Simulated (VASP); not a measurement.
# SiC (klda) (P6_3mc) in VASP: single point with LDA

Aim: the single point of SiC (klda) with LDA.

Program: VASP 6.6.1. These are calculated values, not measurements. Logs are shortened: lines on timing, memory, paths and dates and some standing lists are left out, and cuts for length are marked.

## 1. The cell of the first run

Symmetry: P6_3mc, No. 186, hexagonal system. Conventional cell: a = 3.077 Å, b = 3.077 Å, c = 15.098 Å, α = 90.00°, β = 90.00°, γ = 120.00°. Within 2.5 Å of Si (site symmetry 3m) lie 4 C at 1.88 to 1.89 Å. Si (site symmetry 3m) has 4 C at 1.88 to 1.89 Å within 2.5 Å. Within 2.5 Å of Si (site symmetry 3m) lie 4 C at 1.89 Å. C (site symmetry 3m) has 4 Si at 1.88 to 1.89 Å within 2.5 Å. C (site symmetry 3m) has 4 Si at 1.88 to 1.89 Å within 2.5 Å. Within 2.5 Å of C (site symmetry 3m) lie 4 Si at 1.89 Å.

## 2. Single point, LDA

Contents of INCAR:

```
SYSTEM = SiC
ALGO     = Normal         ! electronic algorithm
EDIFF    = 1E-7           ! SCF threshold, eV
ENCUT    = 520            ! plane-wave cutoff, eV
ISIF     = 2              ! what is computed and relaxed
ISMEAR   = 0              ! smearing method
LASPH    = .TRUE.         ! aspherical terms in the spheres
LCHARG   = .FALSE.        ! write CHGCAR
LREAL    = .FALSE.        ! projectors in reciprocal space
LWAVE    = .FALSE.        ! write WAVECAR
NBANDS   = 36             ! bands
NELM     = 60             ! most SCF steps
PREC     = Accurate       ! precision mode
SIGMA    = 0.1            ! smearing width, eV
```

Contents of KPOINTS:

```
k-points
0
G
  6 6 2
  0 0 0
```

Contents of POSCAR:

```
SiC
1.0
    3.0766210100      0.0000000000      0.0000000000
   -1.5383105100      2.6644319500      0.0000000000
    0.0000000000      0.0000000000     15.0980843200
Si C
6 6
Direct
    0.3333333300      0.6666666700      0.8329861500
    0.6666666700      0.3333333300      0.3329861500
    0.6666666700      0.3333333300      0.6665006000
    0.3333333300      0.6666666700      0.1665006000
    0.0000000000      0.0000000000      0.4997294200
    0.0000000000      0.0000000000      0.9997294200
    0.0000000000      0.0000000000      0.8743664100
    0.0000000000      0.0000000000      0.3743664100
    0.3333333300      0.6666666700      0.7079967800
    0.6666666700      0.3333333300      0.2079967800
    0.6666666700      0.3333333300      0.5415216400
    0.3333333300      0.6666666700      0.0415216400
```

Potentials or basis: VASP PAW LDA potentials, release 64 (Si, C).

Command:

```sh
$ cat potpaw_LDA.64/Si/POTCAR potpaw_LDA.64/C/POTCAR > POTCAR
$ mpirun -np 1 vasp_std > vasp.out
```

OUTCAR:

```text
SYSTEM = SiC
   EDIFF = 1E-7
   ENCUT = 520
   ISIF = 2
   ISMEAR = 0
   LASPH = .TRUE.
   LREAL = .FALSE.
   NELM = 60
   PREC = Accurate

 ion  position               nearest neighbor table
   1  0.333  0.667  0.833-   7 1.88   7 1.88   7 1.88   9 1.89   3 3.08   3 3.08   3 3.08   6 3.08
                             6 3.08   6 3.08
   2  0.667  0.333  0.333-   8 1.88   8 1.88   8 1.88  10 1.89   4 3.08   4 3.08   4 3.08   5 3.08
                             5 3.08   5 3.08
   3  0.667  0.333  0.667-   9 1.88   9 1.88   9 1.88  11 1.89   1 3.08   1 3.08   1 3.08   5 3.08
                             5 3.08   5 3.08
   4  0.333  0.667  0.167-  10 1.88  10 1.88  10 1.88  12 1.89   2 3.08   2 3.08   2 3.08   6 3.08
                             6 3.08   6 3.08
   5  0.000  0.000  0.500-  11 1.89  11 1.89  11 1.89   8 1.89   2 3.08   2 3.08   2 3.08   3 3.08
                             3 3.08   3 3.08
   6  0.000  0.000  1.000-  12 1.89  12 1.89  12 1.89   7 1.89   1 3.08   1 3.08   1 3.08   4 3.08
                             4 3.08   4 3.08
   7  0.000  0.000  0.874-   1 1.88   1 1.88   1 1.88   6 1.89
   8  0.000  0.000  0.374-   2 1.88   2 1.88   2 1.88   5 1.89
   9  0.333  0.667  0.708-   3 1.88   3 1.88   3 1.88   1 1.89
  10  0.667  0.333  0.208-   4 1.88   4 1.88   4 1.88   2 1.89
  11  0.667  0.333  0.542-   5 1.89   5 1.89   5 1.89   3 1.89
  12  0.333  0.667  0.042-   6 1.89   6 1.89   6 1.89   4 1.89

  LATTYP: Found a hexagonal cell.
 ALAT       =     3.0766210100
 C/A-ratio  =     4.9073591680

  Lattice vectors:

 A1 = (   3.0766210100,   0.0000000000,   0.0000000000)
 A2 = (  -1.5383105100,   2.6644319500,   0.0000000000)
 A3 = (   0.0000000000,   0.0000000000,  15.0980843200)

Analysis of symmetry for initial positions (statically):
=====================================================================
 Subroutine PRICEL returns:
 Original cell was already a primitive cell.

 Routine SETGRP: Setting up the symmetry group for a
 hexagonal supercell.

 Subroutine GETGRP returns: Found 12 space group operations
 (whereof  6 operations were pure point group operations)
 out of a pool of 24 trial point group operations.

The static configuration has the point symmetry C_3v.
 The point group associated with its full space group is C_6v.

Analysis of symmetry for dynamics (positions and initial velocities):
=====================================================================
 Subroutine PRICEL returns:
 Original cell was already a primitive cell.

 Routine SETGRP: Setting up the symmetry group for a
 hexagonal supercell.

 Subroutine GETGRP returns: Found 12 space group operations
 (whereof  6 operations were pure point group operations)
 out of a pool of 24 trial point group operations.

The dynamic configuration has the point symmetry C_3v.
 The point group associated with its full space group is C_6v.

 Subroutine INISYM returns: Found 12 space group operations
 (whereof  6 operations are pure point group operations),
 and found     1 'primitive' translations

----------------------------------------------------------------------------------------

                                     Primitive cell

  volume of cell :     123.7658

  direct lattice vectors                    reciprocal lattice vectors
     3.076621010  0.000000000  0.000000000     0.325031909  0.187657261  0.000000000
    -1.538310510  2.664431950  0.000000000     0.000000000  0.375314521  0.000000000
     0.000000000  0.000000000 15.098084320     0.000000000  0.000000000  0.066233568

  length of vectors
     3.076621010  3.076621010 15.098084320     0.375314521  0.375314521  0.066233568

  position of ions in fractional coordinates (direct lattice)
     0.333333330  0.666666670  0.832986150
     0.666666670  0.333333330  0.332986150
     0.666666670  0.333333330  0.666500600
     0.333333330  0.666666670  0.166500600
     0.000000000  0.000000000  0.499729420
     0.000000000  0.000000000  0.999729420
     0.000000000  0.000000000  0.874366410
     0.000000000  0.000000000  0.374366410
     0.333333330  0.666666670  0.707996780
     0.666666670  0.333333330  0.207996780
     0.666666670  0.333333330  0.541521640
     0.333333330  0.666666670  0.041521640

  ion indices of the primitive-cell ions
   primitive index   ion index
                 1           1
                 2           2
                 3           3
                 4           4
                 5           5
                 6           6
                 7           7
                 8           8
                 9           9
                10          10
                11          11
                12          12

----------------------------------------------------------------------------------------

 KPOINTS: k-points

Automatic generation of k-mesh.
 Grid dimensions read from file:
 generate k-points for:    6    6    2

 Generating k-lattice:

  Cartesian coordinates                     Fractional coordinates (reciprocal lattice)
     0.054171985  0.031276210  0.000000000     0.166666667  0.000000000  0.000000000
     0.000000000  0.062552420  0.000000000     0.000000000  0.166666667  0.000000000
     0.000000000  0.000000000  0.033116784     0.000000000  0.000000000  0.500000000

  Length of vectors
     0.062552420  0.062552420  0.033116784

  Shift w.r.t. Gamma in fractional coordinates (k-lattice)
     0.000000000  0.000000000  0.000000000

 Subroutine IBZKPT returns following result:
 ===========================================

 Found     14 irreducible k-points:

 Following reciprocal coordinates:
            Coordinates               Weight
  0.000000  0.000000  0.000000      1.000000
  0.166667  0.000000  0.000000      6.000000
  0.333333  0.000000  0.000000      6.000000
  0.500000  0.000000  0.000000      3.000000
  0.166667  0.166667  0.000000      6.000000
  0.333333  0.166667  0.000000     12.000000
  0.333333  0.333333  0.000000      2.000000
  0.000000  0.000000  0.500000      1.000000
  0.166667  0.000000  0.500000      6.000000
  0.333333  0.000000  0.500000      6.000000
  0.500000  0.000000  0.500000      3.000000
  0.166667  0.166667  0.500000      6.000000
  0.333333  0.166667  0.500000     12.000000
  0.333333  0.333333  0.500000      2.000000
   k-points           NKPTS =     14   k-points in BZ     NKDIM =     14   number of bands    NBANDS=     36
   number of dos      NEDOS =    301   number of ions     NIONS =     12
   total plane-waves  NPLWV =  64512
   dimension x,y,z NGX =    24 NGY =   24 NGZ =  112
   dimension x,y,z NGXF=    48 NGYF=   48 NGZF=  224
   ions per type =               6   6
   NGX,Y,Z   is equivalent  to a cutoff of  12.97, 12.97, 12.33 a.u.
   NGXF,Y,Z  is equivalent  to a cutoff of  25.94, 25.94, 24.66 a.u.
 SYSTEM =  SiC
   PREC   = accura    normal or accurate (medium, high low for compatibility)
   ISTART =      0    job   : 0-new  1-cont  2-samecut
   ICHARG =      2    charge: 1-file 2-atom 10-const
   ISPIN  =      1    spin polarized calculation?
   LNONCOLLINEAR =      F non collinear calculations
   LSORBIT =      F    spin-orbit coupling
   LASPH  =      T    aspherical Exc in radial PAW
   ENCUT  =  520.0 eV  38.22 Ry    6.18 a.u.   5.72  5.72 28.07*2*pi/ulx,y,z
   NELM   =     60;   NELMIN=  2; NELMDL= -5     # of ELM steps
   EDIFF  = 0.1E-06   stopping-criterion for ELM
   LREAL  =      F    real-space projection
   EDIFFG = 0.1E-05   stopping-criterion for IOM
   NSW    =      0    number of steps for IOM
   IBRION =     -1    ionic relax: 0-MD 1-quasi-New 2-CG
   NFREE  =      0    steps in history (QN), initial steepest desc. (CG)
   ISIF   =      2    stress and relaxation
   ISYM   =      2    0-nonsym 1-usesym 2-fastsym
   POTIM  = 0.5000    time-step for ionic-motion
   TEBEG  =    0.0;   TEEND  =   0.0 temperature during run
   PSTRESS=    0.0 pullay stress
   NELECT =      48.0000    total number of electrons
   NUPDOWN=      -1.0000    fix difference up-down
   EMIN   =  10.00;   EMAX   =-10.00  energy-range for DOS
   EFERMI =   0.00;   METHOD = LEGACY
   ISMEAR =     0;   SIGMA  =   0.10  broadening in eV -4-tet -1-fermi 0-gaus
   EFERMI_NEDOS =   21; number of points for ismear=-14 and -15
   IALGO  =     38    algorithm
   IMIX   =      4    mixing-type and parameters
     AMIX     =   0.40;   BMIX     =  1.00
     AMIX_MAG =   1.60;   BMIX_MAG =  1.00
  volume/ion in A,a.u.               =      10.31        69.60
  Fermi-wavevector in a.u.,A,eV,Ry     =   1.193865  2.256077 19.392557  1.425313
  Thomas-Fermi vector in A             =   2.329869
   LORBIT       =      0    0 simple, 1 ext, 2 COOP (PROOUT), +10 PAW based schemes
   GGA     = CA    functional components
   LHFCALC =     F    Hartree Fock is set to
   AEXX    =    0.0000 exact exchange contribution
   IVDW    =     0    specifies the selected vdW correction
   LEPSILON=     F    determine dielectric tensor
   LRPA    =     F    only Hartree local field effects (RPA)
 non-spin polarized calculation
 Gauss-broadening in eV      SIGMA  =   0.10
  energy-cutoff  :      520.00
  volume of cell :      123.77
 maximum number of plane-waves:      3356
 NGX is ok and might be reduce to    24
   NGX = 11   NGY = 11   NGZ = 57

 number of electron      47.9999998 magnetization

 Free energy of the ion-electron system (eV)
  ---------------------------------------------------
  ext. energy  EPLUGINS =         0.00000000
  ---------------------------------------------------
  free energy    TOTEN  =       -99.81659045 eV

  energy without entropy =      -99.81659045  energy(sigma->0) =      -99.81659045

 E-fermi :   8.5728     XC(G=0): -11.5672

 val. band max:        8.1465226747   @ k =   0.0000   0.0000   0.0000
 cond. band min:      10.1119725889   @ k =   0.5000   0.0000   0.0000
 fundamental gap:      1.9654499142
 Fermi energy:         8.5727602195

 k-point     1 :       0.0000    0.0000    0.0000
  band No.  band energies     occupation
      1      -7.2480      2.00000
      2      -6.7229      2.00000
      3      -6.6880      2.00000
      4      -5.1778      2.00000
      5      -5.1500      2.00000
      6      -3.6183      2.00000
[... 28 lines left out ...]
     35      15.4108      0.00000
     36      15.5044      0.00000

 k-point     2 :       0.1667    0.0000    0.0000
  band No.  band energies     occupation
      1      -6.7653      2.00000
      2      -6.2475      2.00000
      3      -6.2108      2.00000
      4      -4.7264      2.00000
      5      -4.6978      2.00000
      6      -3.2155      2.00000
[... 28 lines left out ...]
     35      15.7074      0.00000
     36      16.0726      0.00000

 k-point     3 :       0.3333    0.0000    0.0000
  band No.  band energies     occupation
      1      -5.3759      2.00000
      2      -4.8936      2.00000
      3      -4.8472      2.00000
      4      -3.4965      2.00000
      5      -3.4652      2.00000
      6      -2.2523      2.00000
[... 28 lines left out ...]
     35      15.7905      0.00000
     36      16.0094      0.00000
[... 352 lines left out ...]
 k-point    13 :       0.3333    0.1667    0.5000
  band No.  band energies     occupation
      1      -4.0105      2.00000
      2      -4.0105      2.00000
      3      -3.1944      2.00000
      4      -3.1944      2.00000
      5      -2.1529      2.00000
      6      -2.1529      2.00000
[... 28 lines left out ...]
     35      16.1488      0.00000
     36      16.1496      0.00000

 k-point    14 :       0.3333    0.3333    0.5000
  band No.  band energies     occupation
      1      -2.6301      2.00000
      2      -2.6301      2.00000
      3      -2.4942      2.00000
      4      -2.4942      2.00000
      5      -2.4452      2.00000
      6      -2.4452      2.00000
[... 28 lines left out ...]
     35      17.3522      0.00000
     36      17.3522      0.00000

------------------------ aborting loop because EDIFF is reached ----------------------------------------

  FORCE on cell =-STRESS in cart. coord.  units (eV):
  Direction    XX          YY          ZZ          XY          YZ          ZX
  --------------------------------------------------------------------------------------
  -------------------------------------------------------------------------------------
  Total       -2.5804937     -2.5804937     -2.7245515      0.0000000      0.0000000      0.0000000
  in kB      -33.4051105    -33.4051104    -35.2699723      0.0000001      0.0000000      0.0000000
  external PRESSURE =     -34.0267311 kB  Pullay stress =       0.0000000 kB

 VOLUME and BASIS-vectors are now :
 -----------------------------------------------------------------------------
  energy-cutoff  :      520.00
  volume of cell :      123.77
      direct lattice vectors                 reciprocal lattice vectors
     3.076621010  0.000000000  0.000000000     0.325031909  0.187657261  0.000000000
    -1.538310510  2.664431950  0.000000000     0.000000000  0.375314521  0.000000000
     0.000000000  0.000000000 15.098084320     0.000000000  0.000000000  0.066233568

 POSITION                                       TOTAL-FORCE (eV/Angst)
 -----------------------------------------------------------------------------------
     -0.00000      1.77629     12.57650         0.000000     -0.000000      0.002085
      1.53831      0.88814      5.02745        -0.000000      0.000000      0.002085
      1.53831      0.88814     10.06288        -0.000000      0.000000      0.003639
     -0.00000      1.77629      2.51384         0.000000     -0.000000      0.003639
      0.00000      0.00000      7.54496         0.000000      0.000000      0.007775
      0.00000      0.00000     15.09400        -0.000000      0.000000      0.007775
      0.00000      0.00000     13.20126        -0.000000      0.000000     -0.005524
      0.00000      0.00000      5.65222         0.000000      0.000000     -0.005524
     -0.00000      1.77629     10.68940        -0.000000      0.000000     -0.001816
      1.53831      0.88814      3.14035         0.000000     -0.000000     -0.001816
      1.53831      0.88814      8.17594         0.000000      0.000000     -0.006159
     -0.00000      1.77629      0.62690        -0.000000      0.000000     -0.006159
 -----------------------------------------------------------------------------------
    total drift:                               -0.000000     -0.000000      0.000140

  FREE ENERGIE OF THE ION-ELECTRON SYSTEM (eV)
  ---------------------------------------------------
  free  energy   TOTEN  =       -99.8165904514 eV

  energy  without entropy=      -99.8165904514  energy(sigma->0) =      -99.81659045
```

Wall time 62 s (1 thread of Intel Xeon Platinum 8259CL at 2.50GHz (Skylake/Cascade Lake), shared host); peak memory 0.21 GiB.

What came out:

* Free energy: -99.8166 eV
* Pressure: -3.4 GPa
* Largest force: 0.008 eV/Å
* Band gap on the k mesh: 1.97 eV, indirect (least direct gap 3.07 eV)

Forces in eV/Å, atoms in the order of the input:
```
Si   0.000  0.000  0.002
Si   0.000  0.000  0.002
Si   0.000  0.000  0.004
Si   0.000  0.000  0.004
Si   0.000  0.000  0.008
Si   0.000  0.000  0.008
C    0.000  0.000 -0.006
C    0.000  0.000 -0.006
C    0.000  0.000 -0.002
C    0.000  0.000 -0.002
C    0.000  0.000 -0.006
C    0.000  0.000 -0.006
```

A k mesh can miss the band edges.
